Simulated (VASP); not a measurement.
# Ge (P6_3mc) in VASP: further runs, part 2 of 2

VASP 6.6.1. The steps go on from the part before.

## (6) Single point, PBEsol

This run uses another cell than the first one, of 43.73 Å³/atom, 1.167 times its volume.

Contents of INCAR:

```
PREC = Accurate
ENCUT = 520
EDIFF = 1E-7
ISMEAR = 0
SIGMA = 0.15
LREAL = F
LASPH = T
NELM = 60
ALGO = Normal
ISIF = 2
LWAVE = F
LCHARG = T
GGA = PS
LELF = T
LVHAR = T
NBANDS = 36
```

Contents of KPOINTS:

```
regular mesh
0
Gamma
  7 7 2
```

Contents of POSCAR:

```
Ge
1.0
    4.2063408145      0.0000000000      0.0000000000
   -2.1031698880      3.6427973527      0.0000000000
    0.0000000000      0.0000000000     11.4165903534
Ge
4
Direct
    0.0000000000      0.0000000000      0.9774520000
    0.0000000000      0.0000000000      0.4774520000
    0.3333333333      0.6666666667      0.9148480000
    0.6666666667      0.3333333333      0.4148480000
```

Potentials or basis: VASP PAW PBE potentials, release 64 (Ge_d).

On the command line:

```bash
$ cat potpaw_PBE.64/Ge_d/POTCAR > POTCAR
$ mpirun -np 1 vasp_std > vasp.out
```

OUTCAR:

```text
PREC = Accurate
   ENCUT = 520
   EDIFF = 1E-7
   ISMEAR = 0
   LREAL = F
   LASPH = T
   NELM = 60
   ISIF = 2
   GGA = PS

 ion  position               nearest neighbor table
   1  0.000  0.000  0.977-   3 2.53   3 2.53   3 2.53
   2  0.000  0.000  0.477-   4 2.53   4 2.53   4 2.53
   3  0.333  0.667  0.915-   1 2.53   1 2.53   1 2.53
   4  0.667  0.333  0.415-   2 2.53   2 2.53   2 2.53

  LATTYP: Found a hexagonal cell.
 ALAT       =     4.2063408145
 C/A-ratio  =     2.7141382158

  Lattice vectors:

 A1 = (   4.2063408145,   0.0000000000,   0.0000000000)
 A2 = (  -2.1031698880,   3.6427973527,   0.0000000000)
 A3 = (   0.0000000000,   0.0000000000,  11.4165903534)

Analysis of symmetry for initial positions (statically):
=====================================================================
 Subroutine PRICEL returns:
 Original cell was already a primitive cell.

 Routine SETGRP: Setting up the symmetry group for a
 hexagonal supercell.

 Subroutine GETGRP returns: Found 12 space group operations
 (whereof  6 operations were pure point group operations)
 out of a pool of 24 trial point group operations.

The static configuration has the point symmetry C_3v.
 The point group associated with its full space group is C_6v.

Analysis of symmetry for dynamics (positions and initial velocities):
=====================================================================
 Subroutine PRICEL returns:
 Original cell was already a primitive cell.

 Routine SETGRP: Setting up the symmetry group for a
 hexagonal supercell.

 Subroutine GETGRP returns: Found 12 space group operations
 (whereof  6 operations were pure point group operations)
 out of a pool of 24 trial point group operations.

The dynamic configuration has the point symmetry C_3v.
 The point group associated with its full space group is C_6v.

 Subroutine INISYM returns: Found 12 space group operations
 (whereof  6 operations are pure point group operations),
 and found     1 'primitive' translations

----------------------------------------------------------------------------------------

                                     Primitive cell

  volume of cell :     174.9347

  direct lattice vectors                    reciprocal lattice vectors
     4.206340814  0.000000000  0.000000000     0.237736323  0.137257121  0.000000000
    -2.103169888  3.642797353  0.000000000     0.000000000  0.274514310  0.000000000
     0.000000000  0.000000000 11.416590353     0.000000000  0.000000000  0.087591826

  length of vectors
     4.206340814  4.206339992 11.416590353     0.274514256  0.274514310  0.087591826

  position of ions in fractional coordinates (direct lattice)
     0.000000000  0.000000000  0.977452000
     0.000000000  0.000000000  0.477452000
     0.333333333  0.666666667  0.914848000
     0.666666667  0.333333333  0.414848000

  ion indices of the primitive-cell ions
   primitive index   ion index
                 1           1
                 2           2
                 3           3
                 4           4

----------------------------------------------------------------------------------------

 KPOINTS: regular mesh

Automatic generation of k-mesh.
 Grid dimensions read from file:
 generate k-points for:    7    7    2

 Generating k-lattice:

  Cartesian coordinates                     Fractional coordinates (reciprocal lattice)
     0.033962332  0.019608160  0.000000000     0.142857143 -0.000000000  0.000000000
     0.000000000  0.039216330  0.000000000     0.000000000  0.142857143  0.000000000
     0.000000000  0.000000000  0.043795913     0.000000000  0.000000000  0.500000000

  Length of vectors
     0.039216322  0.039216330  0.043795913

  Shift w.r.t. Gamma in fractional coordinates (k-lattice)
     0.000000000  0.000000000  0.000000000

 Subroutine IBZKPT returns following result:
 ===========================================

 Found     16 irreducible k-points:

 Following reciprocal coordinates:
            Coordinates               Weight
  0.000000  0.000000  0.000000      1.000000
  0.142857  0.000000  0.000000      6.000000
  0.285714 -0.000000  0.000000      6.000000
  0.428571  0.000000  0.000000      6.000000
  0.142857  0.142857  0.000000      6.000000
  0.285714  0.142857  0.000000     12.000000
[... 8 lines left out ...]
  0.428571  0.142857  0.500000      6.000000
  0.285714  0.285714  0.500000      6.000000
   k-points           NKPTS =     16   k-points in BZ     NKDIM =     16   number of bands    NBANDS=     36
   number of dos      NEDOS =    301   number of ions     NIONS =      4
   total plane-waves  NPLWV =  92160
   dimension x,y,z NGX =    32 NGY =   32 NGZ =   90
   dimension x,y,z NGXF=    64 NGYF=   64 NGZF=  180
   ions per type =               4
   NGX,Y,Z   is equivalent  to a cutoff of  12.65, 12.65, 13.11 a.u.
   NGXF,Y,Z  is equivalent  to a cutoff of  25.29, 25.29, 26.21 a.u.
 SYSTEM =  unknown system
   PREC   = accura    normal or accurate (medium, high low for compatibility)
   ISTART =      0    job   : 0-new  1-cont  2-samecut
   ICHARG =      2    charge: 1-file 2-atom 10-const
   ISPIN  =      1    spin polarized calculation?
   LNONCOLLINEAR =      F non collinear calculations
   LSORBIT =      F    spin-orbit coupling
   LASPH  =      T    aspherical Exc in radial PAW
   ENCUT  =  520.0 eV  38.22 Ry    6.18 a.u.   7.82  7.82 21.23*2*pi/ulx,y,z
   NELM   =     60;   NELMIN=  2; NELMDL= -5     # of ELM steps
   EDIFF  = 0.1E-06   stopping-criterion for ELM
   LREAL  =      F    real-space projection
   EDIFFG = 0.1E-05   stopping-criterion for IOM
   NSW    =      0    number of steps for IOM
   IBRION =     -1    ionic relax: 0-MD 1-quasi-New 2-CG
   NFREE  =      0    steps in history (QN), initial steepest desc. (CG)
   ISIF   =      2    stress and relaxation
   ISYM   =      2    0-nonsym 1-usesym 2-fastsym
   POTIM  = 0.5000    time-step for ionic-motion
   TEBEG  =    0.0;   TEEND  =   0.0 temperature during run
   PSTRESS=    0.0 pullay stress
   NELECT =      56.0000    total number of electrons
   NUPDOWN=      -1.0000    fix difference up-down
   EMIN   =  10.00;   EMAX   =-10.00  energy-range for DOS
   EFERMI =   0.00;   METHOD = LEGACY
   ISMEAR =     0;   SIGMA  =   0.15  broadening in eV -4-tet -1-fermi 0-gaus
   EFERMI_NEDOS =   21; number of points for ismear=-14 and -15
   IALGO  =     38    algorithm
   IMIX   =      4    mixing-type and parameters
     AMIX     =   0.40;   BMIX     =  1.00
     AMIX_MAG =   1.60;   BMIX_MAG =  1.00
  volume/ion in A,a.u.               =      43.73       295.13
  Fermi-wavevector in a.u.,A,eV,Ry     =   1.119899  2.116302 17.064072  1.254174
  Thomas-Fermi vector in A             =   2.256542
   LORBIT       =      0    0 simple, 1 ext, 2 COOP (PROOUT), +10 PAW based schemes
   GGA     = PS    functional components
   LHFCALC =     F    Hartree Fock is set to
   AEXX    =    0.0000 exact exchange contribution
   IVDW    =     0    specifies the selected vdW correction
   LEPSILON=     F    determine dielectric tensor
   LRPA    =     F    only Hartree local field effects (RPA)
 non-spin polarized calculation
 Gauss-broadening in eV      SIGMA  =   0.15
  energy-cutoff  :      520.00
  volume of cell :      174.93
 maximum number of plane-waves:      4741
 NGX is ok and might be reduce to    32
   NGX = 15   NGY = 15   NGZ = 43

 number of electron      56.0000013 magnetization

 Free energy of the ion-electron system (eV)
  ---------------------------------------------------
  ext. energy  EPLUGINS =         0.00000000
  ---------------------------------------------------
  free energy    TOTEN  =       -17.14193149 eV

  energy without entropy =      -17.13774456  energy(sigma->0) =      -17.13983802

 E-fermi :  -0.0275     XC(G=0):  -6.8854

 val. band max:       -0.1701715906   @ k =   0.2857   0.2857   0.0000
 cond. band min:       0.0078305241   @ k =   0.0000   0.0000   0.0000
 fundamental gap:      0.1780021146
 Fermi energy:        -0.0275225985

 k-point     1 :       0.0000    0.0000    0.0000
  band No.  band energies     occupation
      1     -24.2418      2.00000
      2     -24.2418      2.00000
      3     -24.2418      2.00000
      4     -24.2418      2.00000
      5     -24.2230      2.00000
      6     -24.2229      2.00000
[... 28 lines left out ...]
     35       3.7911      0.00000
     36       3.7911      0.00000
[... 554 lines left out ...]
      6     -24.2574      2.00000
[... 28 lines left out ...]
     35       5.4762      0.00000
     36       5.4762      0.00000

------------------------ aborting loop because EDIFF is reached ----------------------------------------

  FORCE on cell =-STRESS in cart. coord.  units (eV):
  Direction    XX          YY          ZZ          XY          YZ          ZX
  --------------------------------------------------------------------------------------
  -------------------------------------------------------------------------------------
  Total       -5.6471016     -5.6470996     -0.8850285     -0.0000008      0.0000000      0.0000000
  in kB      -51.7202116    -51.7201932     -8.1057263     -0.0000074      0.0000000      0.0000000
  external PRESSURE =     -37.1820437 kB  Pullay stress =       0.0000000 kB

 VOLUME and BASIS-vectors are now :
 -----------------------------------------------------------------------------
  energy-cutoff  :      520.00
  volume of cell :      174.93
      direct lattice vectors                 reciprocal lattice vectors
     4.206340814  0.000000000  0.000000000     0.237736323  0.137257121  0.000000000
    -2.103169888  3.642797353  0.000000000     0.000000000  0.274514310  0.000000000
     0.000000000  0.000000000 11.416590353     0.000000000  0.000000000  0.087591826

 POSITION                                       TOTAL-FORCE (eV/Angst)
 -----------------------------------------------------------------------------------
      0.00000      0.00000     11.15917        -0.000000     -0.000000     -0.404827
      0.00000      0.00000      5.45087        -0.000000     -0.000000     -0.404827
      0.00000      2.42853     10.44444         0.000000     -0.000000      0.404827
      2.10317      1.21427      4.73615        -0.000000      0.000000      0.404827
 -----------------------------------------------------------------------------------
    total drift:                               -0.000000     -0.000000     -0.001962

  FREE ENERGIE OF THE ION-ELECTRON SYSTEM (eV)
  ---------------------------------------------------
  free  energy   TOTEN  =       -17.1419314864 eV

  energy  without entropy=      -17.1377445632  energy(sigma->0) =      -17.13983802
```

OSZICAR:

```text
N       E                     dE             d eps       ncg     rms          rms(c)
DAV:   1     0.502423820357E+03    0.50242E+03   -0.28114E+04  1300   0.330E+03
DAV:   2     0.713339104121E+02   -0.43109E+03   -0.42159E+03  1160   0.775E+02
DAV:   3    -0.122512513126E+02   -0.83585E+02   -0.82426E+02  1364   0.202E+02
DAV:   4    -0.172649479852E+02   -0.50137E+01   -0.50039E+01  1308   0.562E+01
DAV:   5    -0.174275728057E+02   -0.16262E+00   -0.16258E+00  1324   0.116E+01    0.358E+00
DAV:   6    -0.172330361789E+02    0.19454E+00   -0.16965E-01  1288   0.429E+00    0.204E+00
DAV:   7    -0.171295832526E+02    0.10345E+00   -0.27513E-01  1552   0.367E+00    0.230E-01
DAV:   8    -0.171388007253E+02   -0.92175E-02   -0.55049E-02  1224   0.272E+00    0.175E-01
DAV:   9    -0.171408382884E+02   -0.20376E-02   -0.22725E-03  1328   0.678E-01    0.713E-02
DAV:  10    -0.171416677770E+02   -0.82949E-03   -0.10676E-03  1240   0.105E+00    0.232E-02
DAV:  11    -0.171418147182E+02   -0.14694E-03   -0.21547E-04  1684   0.638E-01    0.139E-02
DAV:  12    -0.171419202194E+02   -0.10550E-03   -0.20871E-04  1732   0.181E-01    0.624E-03
DAV:  13    -0.171419284707E+02   -0.82513E-05   -0.39730E-05  1376   0.274E-01    0.316E-03
DAV:  14    -0.171419307335E+02   -0.22628E-05   -0.73864E-06  1212   0.117E-01    0.946E-04
DAV:  15    -0.171419314293E+02   -0.69584E-06   -0.58150E-06  1616   0.378E-02    0.604E-04
DAV:  16    -0.171419314864E+02   -0.57098E-07   -0.74525E-07  1016   0.176E-02
   1 F= -.17141931E+02 E0= -.17139838E+02  d E =-.418692E-02
```

stdout:

```text
POSCAR found type information on POSCAR Ge
 POSCAR found :  1 types and       4 ions
 scaLAPACK will be used
 -----------------------------------------------------------------------------
|                                                                             |
|                                                                             |
|     You enforced a specific xc type in the INCAR file but a different       |
|     I HOPE YOU KNOW WHAT YOU ARE DOING!                                     |
|                                                                             |
 -----------------------------------------------------------------------------

 LDA part: xc-table for (Slater+PW92), standard interpolation
 POSCAR, INCAR and KPOINTS ok, starting setup
 FFT: planning ... GRIDC
 FFT: planning ... GRID_SOFT
 FFT: planning ... GRID
 WAVECAR not read
 entering main loop
```

Wall time 85 s (1 thread of Intel Xeon Platinum 8488C (Sapphire Rapids), shared host); peak memory 0.32 GiB.

What came out:

| Quantity | Value |
| --- | --- |
| Free energy | -17.1419 eV |
| Pressure | -3.7 GPa |
| Largest force | 0.405 eV/Å |
| Band gap on the k mesh | 0.18 eV, indirect (least direct gap 0.32 eV) |

Forces on the atoms (eV/Å):
```
Ge   0.000  0.000 -0.405
Ge   0.000  0.000 -0.405
Ge   0.000  0.000  0.405
Ge   0.000  0.000  0.405
```

Caveat: the PAW data sets were made with another functional, which shifts forces and pressure a little.

## (7) Overview

```csv
cell,gap on the mesh (eV),pressure (GPa),largest force (eV/Å)
"a = 3.996, b = 3.996, c = 10.845 Å, angles 90.0, 90.0, 120.0°, 4 atoms",0.86,-0.5,0.07
"a = 4.050, b = 4.050, c = 10.993 Å, angles 90.0, 90.0, 120.0°, 4 atoms",0.73,-1.6,0.17
"a = 4.104, b = 4.104, c = 11.138 Å, angles 90.0, 90.0, 120.0°, 4 atoms",0.51,-2.5,0.26
"a = 4.156, b = 4.156, c = 11.279 Å, angles 90.0, 90.0, 120.0°, 4 atoms",0.33,-3.2,0.33
"a = 4.206, b = 4.206, c = 11.417 Å, angles 90.0, 90.0, 120.0°, 4 atoms",0.18,-3.7,0.40
```

Alike in all rows: task single point; level PBEsol; potentials or basis VASP PAW PBE potentials, release 64 (Ge_d); no spin polarisation; k mesh 7 × 7 × 2; cutoff (eV) 520; smearing gaussian 0.15 eV.

Caveats: the PAW data sets were made with another functional, which shifts forces and pressure a little.

Total energies depend on the potentials used, so only differences within one code and one set of settings carry meaning.
